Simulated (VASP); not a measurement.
Wanted: the native input for a VASP 6.6.1 run.

```yaml
Task: single point
Functional: r2SCAN
Potentials_or_basis: VASP PAW PBE potentials, release 64 (Te)
Cutoff: 520 eV
k_mesh: 6 × 6 × 4
Occupations: gaussian, width 0.01 eV
Spin: no spin polarisation
Dipole_correction: no
Further_INCAR_settings: ALGO = Normal; EDIFF = 1e-06; NBANDS = 16
```

Te:

```
Te
1.0
     4.47126    0.00000    0.00000
    -2.23563    3.87222    0.00000
     0.00000    0.00000    5.83691
Te
3
Direct
  0.26821 0.00000 0.33333
  0.00000 0.26821 0.66667
  0.73179 0.73179 0.00000
```

This cell differs from its parent crystal: uniaxial z strain -1.9%.

One way to write it, as run:

POSCAR

```
Te
1.0
    4.4712576995      0.0000000000      0.0000000000
   -2.2356288497      3.8722227546      0.0000000000
    0.0000000000      0.0000000000      5.8369106011
Te
3
Direct
    0.2682137901      0.0000000000      0.3333333333
    0.0000000000      0.2682137901      0.6666666667
    0.7317862099      0.7317862099      0.0000000000
```

INCAR.step1

```
PREC     = Accurate       # precision mode
ENCUT    = 520            # plane-wave cutoff, eV
ISMEAR   = 0              # smearing method
SIGMA    = 0.01           # smearing width, eV
LREAL    = F              # projectors in reciprocal space
LASPH    = T              # aspherical terms in the spheres
NELM     = 60             # most SCF steps
NBANDS   = 16             # bands
GGA      = PE             # functional
ALGO     = Normal         # electronic algorithm
EDIFF    = 1E-4           # SCF threshold, eV
LWAVE    = T              # write WAVECAR
LCHARG   = F              # write CHGCAR
```

INCAR.step2

```
PREC     = Accurate       # precision mode
ENCUT    = 520            # plane-wave cutoff, eV
EDIFF    = 1E-6           # SCF threshold, eV
ISMEAR   = 0              # smearing method
SIGMA    = 0.01           # smearing width, eV
LREAL    = F              # projectors in reciprocal space
LASPH    = T              # aspherical terms in the spheres
NELM     = 60             # most SCF steps
ALGO     = Normal         # electronic algorithm
ISIF     = 2              # what is computed and relaxed
LWAVE    = F              # write WAVECAR
LCHARG   = F              # write CHGCAR
METAGGA  = R2SCAN         # meta-GGA
LMIXTAU  = T            
NBANDS   = 16             # bands
ISTART   = 1
```

KPOINTS

```
Automatic mesh
0
Gamma
  6 6 4
```

Potentials or basis: VASP PAW PBE potentials, release 64 (Te).

Command:

```sh
$ cat potpaw_PBE.64/Te/POTCAR > POTCAR
$ cp INCAR.step1 INCAR
$ mpirun -np 1 vasp_std > vasp.out
$ cp INCAR.step2 INCAR
$ mpirun -np 1 vasp_std > vasp.out
```

Results of the run:

The pressure is 1.7 GPa, the largest force is 0.004 eV/Å and the band gap on the k mesh is 0.44 eV, direct.

Caveat: the cell differs from its parent crystal (uniaxial z strain -1.9%); the PAW data sets were made with another functional, which shifts forces and pressure a little; spin-orbit coupling is left out, which moves the levels of the heavy elements.

It took 2.2 min on 1 thread of Intel(R) Xeon(R) Platinum 8259CL CPU @ 2.50GHz (Skylake/Cascade Lake), on a shared host, peak memory 0.26 GiB.
